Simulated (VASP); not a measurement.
A run of VASP 6.6.1 is set up as follows.

INCAR

```
SYSTEM = LiF
PREC = Accurate
ENCUT = 520
EDIFF = 1E-7
ISMEAR = 0
SIGMA = 0.01
LREAL = .FALSE.
LASPH = .TRUE.
NELM = 80
ALGO = Normal
ISIF = 2
LWAVE = .FALSE.
LCHARG = .TRUE.
GGA = PE
LELF = .TRUE.
LVHAR = .TRUE.
NBANDS = 12
```

File KPOINTS:

```
regular mesh
0
G
  8 8 8
  0 0 0
```

POSCAR

```
LiF
1.0
    0.0000000000      2.1819030187      2.1819030187
    2.1819030187      0.0000000000      2.1819030187
    2.1819030187      2.1819030187      0.0000000000
Li F
1 1
Direct
    0.0000000000      0.0000000000      0.0000000000
    0.2500000000      0.2500000000      0.2500000000
```

Potentials or basis: VASP PAW PBE potentials, release 64 (Li_sv, F).

Command:

```sh
$ cat potpaw_PBE.64/Li_sv/POTCAR potpaw_PBE.64/F/POTCAR > POTCAR
$ mpirun -np 1 vasp_std > vasp.out
```

Question: Estimate the band gap on the k mesh.

Answer: 7.64 eV, direct.

 Expect the measured gap to be larger: semilocal functionals such as PBE lack the derivative discontinuity.
